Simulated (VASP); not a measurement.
Here is a VASP 6.6.1 calculation.

The input INCAR:

```
ALGO = Normal
EDIFF = 1E-7
ENCUT = 520
GGA = PE
ISIF = 2
ISMEAR = 0
LASPH = True
LCHARG = True
LELF = True
LREAL = False
LVHAR = True
LWAVE = False
NBANDS = 26
NELM = 80
PREC = Accurate
SIGMA = 0.028000000000000004
```

The input KPOINTS:

```
k-points
0
Gamma
  9 9 5
```

Contents of POSCAR:

```
ZnO
1.0
    3.2493080000      0.0000000000      0.0000000000
   -1.6246540000      2.8139832727      0.0000000000
    0.0000000000      0.0000000000      5.2057090000
Zn O
2 2
Direct
    0.6666666667      0.3333333333      0.0000000000
    0.3333333333      0.6666666667      0.5000000000
    0.3333333333      0.6666666667      0.8790100000
    0.6666666667      0.3333333333      0.3790100000
```

Potentials or basis: VASP PAW PBE potentials, release 64 (Zn, O).

Launch:

```bash
$ cat potpaw_PBE.64/Zn/POTCAR potpaw_PBE.64/O/POTCAR > POTCAR
$ mpirun -np 1 vasp_std > vasp.out
```

**Question.** Predict the band gap on the k mesh.

**Answer.** 0.79 eV, direct.

**Question.** What does it give for the largest force?

**Answer.** 0.074 eV/Å.

Stress tensor (GPa, compression positive):
```
5.40 0.00 0.00
0.00 5.40 0.00
0.00 0.00 7.16
```
